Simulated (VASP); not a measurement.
# Al3SiSe (P3m1) in VASP: single point with PBE

Aim: the single point of Al3SiSe with PBE.

Everything below comes from runs of VASP 6.6.1. Logs are shortened: lines on timing, memory, paths and dates and some standing lists are left out, and cuts for length are marked.

### 1 The cell of the first run

It takes space group P3m1 (No. 156, trigonal). The conventional cell has a = 3.602 Å, b = 3.602 Å, c = 9.034 Å, α = 90.00°, β = 90.00°, γ = 120.00°. Al (site symmetry 3m) has 3 Se at 2.65 Å and 4 Al at 2.71 to 3.50 Å within 3.5 Å. Al (site symmetry 3m) has 3 Si at 2.49 Å and 3 Se at 2.79 Å within 3.3 Å. Within 3.2 Å of Al (site symmetry 3m) lie 1 Si at 2.42 Å and 3 Al at 2.71 Å. Within 3.2 Å of Si (site symmetry 3m) lie 4 Al at 2.42 to 2.49 Å. Within 3.5 Å of Se (site symmetry 3m) lie 6 Al at 2.65 to 2.79 Å.

### 2 Single point, PBE

Input file INCAR:

```
PREC     = Accurate       # precision mode
ENCUT    = 520            # plane-wave cutoff, eV
EDIFF    = 1E-7           # SCF threshold, eV
ISMEAR   = 0              # smearing method
SIGMA    = 0.1            # smearing width, eV
LREAL    = False          # projectors in reciprocal space
LASPH    = True           # aspherical terms in the spheres
NELM     = 80             # most SCF steps
ALGO     = Normal         # electronic algorithm
ISIF     = 2              # what is computed and relaxed
LWAVE    = False          # write WAVECAR
LCHARG   = False          # write CHGCAR
GGA      = PE             # functional
NBANDS   = 18             # bands
```

Input file KPOINTS:

```
Automatic mesh
0
Gamma
  12 12 4
```

Input file POSCAR:

```
Al3SiSe
1.0
    3.6019804266      0.0000000000      0.0000000000
   -1.8009902133      3.1194065534      0.0000000000
    0.0000000000      0.0000000000      9.0336231705
Al Si Se
3 1 1
Direct
    0.0000000000      0.0000000000      0.9659520422
    0.0000000000      0.0000000000      0.3530204152
    0.3333333333      0.6666666667      0.7733298026
    0.3333333333      0.6666666667      0.5048968261
    0.6666666667      0.3333333333      0.1478370739
```

Potentials or basis: VASP PAW PBE potentials, release 64 (Al, Si, Se).

Run with:

```console
$ cat potpaw_PBE.64/Al/POTCAR potpaw_PBE.64/Si/POTCAR potpaw_PBE.64/Se/POTCAR > POTCAR
$ mpirun -np 1 vasp_std > vasp.out
```

OUTCAR:

```text
PREC = Accurate
   ENCUT = 520
   EDIFF = 1E-7
   ISMEAR = 0
   LREAL = False
   LASPH = True
   NELM = 80
   ISIF = 2
   GGA = PE

 ion  position               nearest neighbor table
   1  0.000  0.000  0.966-   5 2.65   5 2.65   5 2.65   3 2.71   3 2.71   3 2.71
   2  0.000  0.000  0.353-   4 2.49   4 2.49   4 2.49   5 2.79   5 2.79   5 2.79
   3  0.333  0.667  0.773-   4 2.42   1 2.71   1 2.71   1 2.71
   4  0.333  0.667  0.505-   3 2.42   2 2.49   2 2.49   2 2.49
   5  0.667  0.333  0.148-   1 2.65   1 2.65   1 2.65   2 2.79   2 2.79   2 2.79

  LATTYP: Found a hexagonal cell.
 ALAT       =     3.6019804266
 C/A-ratio  =     2.5079600943

  Lattice vectors:

 A1 = (   3.6019804266,   0.0000000000,   0.0000000000)
 A2 = (  -1.8009902133,   3.1194065534,   0.0000000000)
 A3 = (   0.0000000000,   0.0000000000,   9.0336231705)

Analysis of symmetry for initial positions (statically):
=====================================================================
 Subroutine PRICEL returns:
 Original cell was already a primitive cell.

 Routine SETGRP: Setting up the symmetry group for a
 hexagonal supercell.

 Subroutine GETGRP returns: Found  6 space group operations
 (whereof  6 operations were pure point group operations)
 out of a pool of 24 trial point group operations.

The static configuration has the point symmetry C_3v.

Analysis of symmetry for dynamics (positions and initial velocities):
=====================================================================
 Subroutine PRICEL returns:
 Original cell was already a primitive cell.

 Routine SETGRP: Setting up the symmetry group for a
 hexagonal supercell.

 Subroutine GETGRP returns: Found  6 space group operations
 (whereof  6 operations were pure point group operations)
 out of a pool of 24 trial point group operations.

The dynamic configuration has the point symmetry C_3v.

 Subroutine INISYM returns: Found  6 space group operations
 (whereof  6 operations are pure point group operations),
 and found     1 'primitive' translations

----------------------------------------------------------------------------------------

                                     Primitive cell

  volume of cell :     101.5022

  direct lattice vectors                    reciprocal lattice vectors
     3.601980427  0.000000000  0.000000000     0.277625051  0.160286898  0.000000000
    -1.800990213  3.119406553  0.000000000     0.000000000  0.320573796  0.000000000
     0.000000000  0.000000000  9.033623171     0.000000000  0.000000000  0.110697555

  length of vectors
     3.601980427  3.601980427  9.033623171     0.320573796  0.320573796  0.110697555

  position of ions in fractional coordinates (direct lattice)
     0.000000000  0.000000000  0.965952042
     0.000000000  0.000000000  0.353020415
     0.333333333  0.666666667  0.773329803
     0.333333333  0.666666667  0.504896826
     0.666666667  0.333333333  0.147837074

  ion indices of the primitive-cell ions
   primitive index   ion index
                 1           1
                 2           2
                 3           3
                 4           4
                 5           5

----------------------------------------------------------------------------------------

 KPOINTS: Automatic mesh

Automatic generation of k-mesh.
 Grid dimensions read from file:
 generate k-points for:   12   12    4

 Generating k-lattice:

  Cartesian coordinates                     Fractional coordinates (reciprocal lattice)
     0.023135421  0.013357241  0.000000000     0.083333333 -0.000000000  0.000000000
     0.000000000  0.026714483  0.000000000     0.000000000  0.083333333  0.000000000
     0.000000000  0.000000000  0.027674389     0.000000000  0.000000000  0.250000000

  Length of vectors
     0.026714483  0.026714483  0.027674389

  Shift w.r.t. Gamma in fractional coordinates (k-lattice)
     0.000000000  0.000000000  0.000000000

 Subroutine IBZKPT returns following result:
 ===========================================

 Found     69 irreducible k-points:

 Following reciprocal coordinates:
            Coordinates               Weight
  0.000000  0.000000  0.000000      1.000000
  0.083333  0.000000  0.000000      6.000000
  0.166667  0.000000  0.000000      6.000000
  0.250000  0.000000  0.000000      6.000000
  0.333333 -0.000000  0.000000      6.000000
  0.416667  0.000000  0.000000      6.000000
[... 16 lines left out ...]
  0.166667  0.000000  0.250000      6.000000
  0.000000  0.166667  0.250000      6.000000
 [... further k-points ...]
   k-points           NKPTS =     69   k-points in BZ     NKDIM =     69   number of bands    NBANDS=     18
   number of dos      NEDOS =    301   number of ions     NIONS =      5
   total plane-waves  NPLWV =  54880
   dimension x,y,z NGX =    28 NGY =   28 NGZ =   70
   dimension x,y,z NGXF=    56 NGYF=   56 NGZF=  140
   ions per type =               3   1   1
   NGX,Y,Z   is equivalent  to a cutoff of  12.92, 12.92, 12.88 a.u.
   NGXF,Y,Z  is equivalent  to a cutoff of  25.85, 25.85, 25.76 a.u.
 SYSTEM =  unknown system
   PREC   = accura    normal or accurate (medium, high low for compatibility)
   ISTART =      0    job   : 0-new  1-cont  2-samecut
   ICHARG =      2    charge: 1-file 2-atom 10-const
   ISPIN  =      1    spin polarized calculation?
   LNONCOLLINEAR =      F non collinear calculations
   LSORBIT =      F    spin-orbit coupling
   LASPH  =      T    aspherical Exc in radial PAW
   ENCUT  =  520.0 eV  38.22 Ry    6.18 a.u.   6.70  6.70 16.80*2*pi/ulx,y,z
   NELM   =     80;   NELMIN=  2; NELMDL= -5     # of ELM steps
   EDIFF  = 0.1E-06   stopping-criterion for ELM
   LREAL  =      F    real-space projection
   EDIFFG = 0.1E-05   stopping-criterion for IOM
   NSW    =      0    number of steps for IOM
   IBRION =     -1    ionic relax: 0-MD 1-quasi-New 2-CG
   NFREE  =      0    steps in history (QN), initial steepest desc. (CG)
   ISIF   =      2    stress and relaxation
   ISYM   =      2    0-nonsym 1-usesym 2-fastsym
   POTIM  = 0.5000    time-step for ionic-motion
   TEBEG  =    0.0;   TEEND  =   0.0 temperature during run
   PSTRESS=    0.0 pullay stress
   NELECT =      19.0000    total number of electrons
   NUPDOWN=      -1.0000    fix difference up-down
   EMIN   =  10.00;   EMAX   =-10.00  energy-range for DOS
   EFERMI =   0.00;   METHOD = LEGACY
   ISMEAR =     0;   SIGMA  =   0.10  broadening in eV -4-tet -1-fermi 0-gaus
   EFERMI_NEDOS =   21; number of points for ismear=-14 and -15
   IALGO  =     38    algorithm
   IMIX   =      4    mixing-type and parameters
     AMIX     =   0.40;   BMIX     =  1.00
     AMIX_MAG =   1.60;   BMIX_MAG =  1.00
  volume/ion in A,a.u.               =      20.30       136.99
  Fermi-wavevector in a.u.,A,eV,Ry     =   0.936485  1.769700 11.932372  0.877005
  Thomas-Fermi vector in A             =   2.063499
   LORBIT       =      0    0 simple, 1 ext, 2 COOP (PROOUT), +10 PAW based schemes
   GGA     = PE    functional components
   LHFCALC =     F    Hartree Fock is set to
   AEXX    =    0.0000 exact exchange contribution
   IVDW    =     0    specifies the selected vdW correction
   LEPSILON=     F    determine dielectric tensor
   LRPA    =     F    only Hartree local field effects (RPA)
 non-spin polarized calculation
 Gauss-broadening in eV      SIGMA  =   0.10
  energy-cutoff  :      520.00
  volume of cell :      101.50
 maximum number of plane-waves:      2758
 NGX is ok and might be reduce to    28
   NGX = 13   NGY = 13   NGZ = 33

 number of electron      19.0000000 magnetization

 Free energy of the ion-electron system (eV)
  ---------------------------------------------------
  ext. energy  EPLUGINS =         0.00000000
  ---------------------------------------------------
  free energy    TOTEN  =       -19.79055303 eV

  energy without entropy =      -19.78150312  energy(sigma->0) =      -19.78602808

 E-fermi :   5.9563     XC(G=0):  -9.5691

 val. band max:        5.9373341854   @ k =   0.2500   0.0833   0.0000
 cond. band min:       5.9616120205   @ k =   0.5000   0.0000   0.5000
 fundamental gap:      0.0242778352
 Fermi energy:         5.9562924119

 k-point     1 :       0.0000    0.0000    0.0000
  band No.  band energies     occupation
      1      -9.0851      2.00000
      2      -4.1001      2.00000
      3      -2.6998      2.00000
      4       1.2026      2.00000
      5       1.5782      2.00000
      6       4.2310      2.00000
[... 10 lines left out ...]
     17      11.6608      0.00000
     18      11.6608      0.00000

 k-point     2 :       0.0833    0.0000    0.0000
  band No.  band energies     occupation
      1      -9.0188      2.00000
      2      -4.0080      2.00000
      3      -2.6031      2.00000
      4       1.2746      2.00000
      5       1.5976      2.00000
      6       3.6682      2.00000
[... 10 lines left out ...]
     17      11.4065      0.00000
     18      11.9508      0.00000

 k-point     3 :       0.1667    0.0000    0.0000
  band No.  band energies     occupation
      1      -8.8276      2.00000
      2      -3.7356      2.00000
      3      -2.3160      2.00000
      4       1.3763      2.00000
      5       1.5620      2.00000
      6       2.8257      2.00000
[... 10 lines left out ...]
     17      11.6407      0.00000
     18      12.1019      0.00000

 k-point     4 :       0.2500    0.0000    0.0000
  band No.  band energies     occupation
      1      -8.5374      2.00000
      2      -3.2976      2.00000
      3      -1.8517      2.00000
      4       0.6545      2.00000
      5       1.8043      2.00000
      6       2.6797      2.00000
[... 10 lines left out ...]
     17      11.8194      0.00000
     18      12.1016      0.00000

 k-point     5 :       0.3333   -0.0000    0.0000
  band No.  band energies     occupation
      1      -8.2022      2.00000
      2      -2.7397      2.00000
      3      -1.2745      2.00000
      4      -0.1965      2.00000
      5       1.8573      2.00000
      6       2.6365      2.00000
[... 10 lines left out ...]
     17      11.7918      0.00000
     18      12.1708      0.00000

 k-point     6 :       0.4167    0.0000    0.0000
  band No.  band energies     occupation
      1      -7.9160      2.00000
      2      -2.2305      2.00000
      3      -1.0522      2.00000
      4      -0.2121      2.00000
      5       1.1849      2.00000
      6       2.0482      2.00000
[... 10 lines left out ...]
     17      12.0139      0.00000
     18      12.0906      0.00000

 k-point     7 :       0.5000    0.0000    0.0000
  band No.  band energies     occupation
      1      -7.7995      2.00000
      2      -2.0819      2.00000
      3      -0.9995      2.00000
      4       0.1682      2.00000
      5       0.8104      2.00000
      6       1.4590      2.00000
[... 10 lines left out ...]
     17      12.0471      0.00000
     18      12.1315      0.00000

 k-point     8 :       0.0833    0.0833    0.0000
  band No.  band energies     occupation
      1      -8.8899      2.00000
      2      -3.8257      2.00000
      3      -2.4111      2.00000
      4       1.3900      2.00000
      5       1.5747      2.00000
      6       3.0432      2.00000
[... 10 lines left out ...]
     17      11.4992      0.00000
     18      11.8566      0.00000
[... 229 lines left out ...]
     17      13.3699      0.00000
     18      13.8668      0.00000

 k-point    20 :       0.0000    0.0000    0.2500
  band No.  band energies     occupation
      1      -9.0843      2.00000
      2      -4.2002      2.00000
      3      -2.3722      2.00000
      4       0.0374      2.00000
      5       2.9090      2.00000
      6       4.2312      2.00000
[... 10 lines left out ...]
     17      11.9776      0.00000
     18      12.0075      0.00000

 k-point    21 :       0.0833    0.0000    0.2500
  band No.  band energies     occupation
      1      -9.0180      2.00000
      2      -4.1062      2.00000
      3      -2.2798      2.00000
      4       0.1127      2.00000
      5       2.8663      2.00000
      6       3.6980      2.00000
[... 10 lines left out ...]
     17      11.7562      0.00000
     18      12.0182      0.00000

 k-point    22 :       0.0000    0.0833    0.2500
  band No.  band energies     occupation
      1      -9.0180      2.00000
      2      -4.1062      2.00000
      3      -2.2797      2.00000
      4       0.1128      2.00000
      5       2.8618      2.00000
      6       3.7029      2.00000
[... 10 lines left out ...]
     17      11.8206      0.00000
     18      12.1017      0.00000

 k-point    23 :       0.1667    0.0000    0.2500
  band No.  band energies     occupation
      1      -8.8268      2.00000
      2      -3.8273      2.00000
      3      -2.0081      2.00000
      4       0.3124      2.00000
      5       2.1870      2.00000
      6       3.3678      2.00000
[... 10 lines left out ...]
     17      11.5388      0.00000
     18      11.9880      0.00000

 k-point    24 :       0.0000    0.1667    0.2500
  band No.  band energies     occupation
      1      -8.8268      2.00000
      2      -3.8275      2.00000
      3      -2.0074      2.00000
      4       0.3146      2.00000
      5       2.1662      2.00000
      6       3.3822      2.00000
[... 10 lines left out ...]
     17      11.7200      0.00000
     18      12.2010      0.00000

 [... further k-points ...]
[... 5 lines left out ...]
  --------------------------------------------------------------------------------------
  -------------------------------------------------------------------------------------
  Total       -0.0028638     -0.0028638     -0.0258369      0.0000000     -0.0000000      0.0000000
  in kB       -0.0452039     -0.0452039     -0.4078263      0.0000000     -0.0000000      0.0000000
  external PRESSURE =      -0.1660780 kB  Pullay stress =       0.0000000 kB

 VOLUME and BASIS-vectors are now :
 -----------------------------------------------------------------------------
  energy-cutoff  :      520.00
  volume of cell :      101.50
      direct lattice vectors                 reciprocal lattice vectors
     3.601980427  0.000000000  0.000000000     0.277625051  0.160286898  0.000000000
    -1.800990213  3.119406553  0.000000000     0.000000000  0.320573796  0.000000000
     0.000000000  0.000000000  9.033623171     0.000000000  0.000000000  0.110697555

 POSITION                                       TOTAL-FORCE (eV/Angst)
 -----------------------------------------------------------------------------------
      0.00000      0.00000      8.72605        -0.000000     -0.000000     -0.006219
      0.00000      0.00000      3.18905        -0.000000     -0.000000      0.005409
     -0.00000      2.07960      6.98597        -0.000000     -0.000000     -0.002310
     -0.00000      2.07960      4.56105        -0.000000     -0.000000     -0.000721
      1.80099      1.03980      1.33550         0.000000      0.000000      0.003841
 -----------------------------------------------------------------------------------
    total drift:                               -0.000000      0.000000     -0.000064

  FREE ENERGIE OF THE ION-ELECTRON SYSTEM (eV)
  ---------------------------------------------------
  free  energy   TOTEN  =       -19.7905530319 eV

  energy  without entropy=      -19.7815031198  energy(sigma->0) =      -19.78602808
```

Wall time 89 s (1 thread of Oxide Virtual Turin-like, shared host); peak memory 0.27 GiB.

What came out:

| Quantity | Value |
| --- | --- |
| Free energy | -19.7906 eV |
| Pressure | 0.0 GPa |
| Largest force | 0.006 eV/Å |

Forces on the atoms (eV/Å):
```
Al   0.000  0.000 -0.006
Al   0.000  0.000  0.005
Al   0.000  0.000 -0.002
Si   0.000  0.000 -0.001
Se   0.000  0.000  0.004
```
